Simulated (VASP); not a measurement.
## CsTlS: single point with PBE

Crystal: CsTlS.

```xyz
3
Lattice="4.7304 0.0000 0.0000 0.0000 4.7304 0.0000 0.0000 0.0000 5.3777" Properties=species:S:1:pos:R:3 pbc="T T T"
Cs    2.3652    2.3652    2.6889
Tl    0.0000    0.0000    0.0000
S     0.0000    0.0000    2.6889
```

The cell was built from a structure type or drawn by symmetry, and may not be a known phase.

```
Program             : VASP 6.6.1
Task                : single point
Functional          : PBE
Potentials or basis : VASP PAW PBE potentials, release 64 (Cs_sv, Tl_d, S)
Cutoff              : 520 eV
k mesh              : 4 × 4 × 4
Occupations         : gaussian, width 0.1 eV
Spin                : no spin polarisation
```

| Item | Value |
| --- | --- |
| Pressure | 2.4 GPa |
| Band gap on the k mesh | zero (bands 14 and 15 overlap by 0.83 eV) |

Stress tensor (GPa, compression positive):
```
2.76 0.00 0.00
0.00 2.76 0.00
0.00 0.00 1.68
```

Levels at points of the mesh, in eV from the Fermi level:
| k point | band 12 | band 13 | band 14 | band 15 | band 16 | band 17 |
| --- | --- | --- | --- | --- | --- | --- |
| (0.00, 0.00, 0.00) | -3.97 | -1.94 | -1.94 | 2.28 | 2.53 | 2.97 |
| (0.50, 0.00, 0.00) | -4.07 | -3.21 | -2.64 | -0.02 | 3.51 | 4.49 |
| (0.50, 0.50, 0.00) | -3.94 | -2.08 | -2.08 | 1.02 | 1.02 | 2.20 |
| (0.00, 0.00, 0.50) | -1.64 | -1.64 | 0.28 | 1.50 | 1.50 | 2.35 |
| (0.50, 0.00, 0.50) | -2.69 | -2.33 | -0.29 | 0.54 | 2.31 | 3.39 |
| (0.50, 0.50, 0.50) | -1.65 | -1.65 | -0.56 | -0.56 | 0.73 | 3.86 |

Wall time 16 s on 1 thread of Intel(R) Xeon(R) 6975P-C (Granite Rapids), with other jobs on the host, peak memory 0.24 GiB.

Caveat: spin-orbit coupling is left out, which moves the levels of the heavy elements.
